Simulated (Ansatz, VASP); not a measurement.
# Two plane-wave programs on GaMo

```xyz
2
Lattice="2.8809 0.0000 0.0000 -1.4404 2.4949 0.0000 0.0000 0.0000 4.3550" Properties=species:S:1:pos:R:3 pbc="T T T"
Ga    0.0000    1.6633    1.6161
Mo    0.0000    0.0000    3.7937
```

Alike in both runs: functional PBE; k mesh 7 × 7 × 5; occupations gaussian, width 0.2 eV; no spin polarisation.

Ansatz relaxed the structure, and its values are those at the end. VASP's run is a single point on that final structure, the one shown.

|  | VASP | Ansatz |
| --- | --- | --- |
| version | VASP 6.6.1 | Ansatz 0.2.0 |
| potentials or method | VASP PAW PBE potentials, release 64 (Ga_d, Mo_sv), cutoff 520 eV | scalar-relativistic, plane waves, PAW |
| valence electrons in the cell | 27 | 27 |

|  | VASP | Ansatz | Ansatz less VASP |
| --- | --- | --- | --- |
| gap on the k mesh at the Fermi level (eV) | none | none | - |
| pressure (GPa) | 0.5 | 0.1 | -0.37 |

A gap of «none» marks a metal or a gap that the smearing closes. The functional is the same, so the differences come from potentials, cutoffs and numerics.
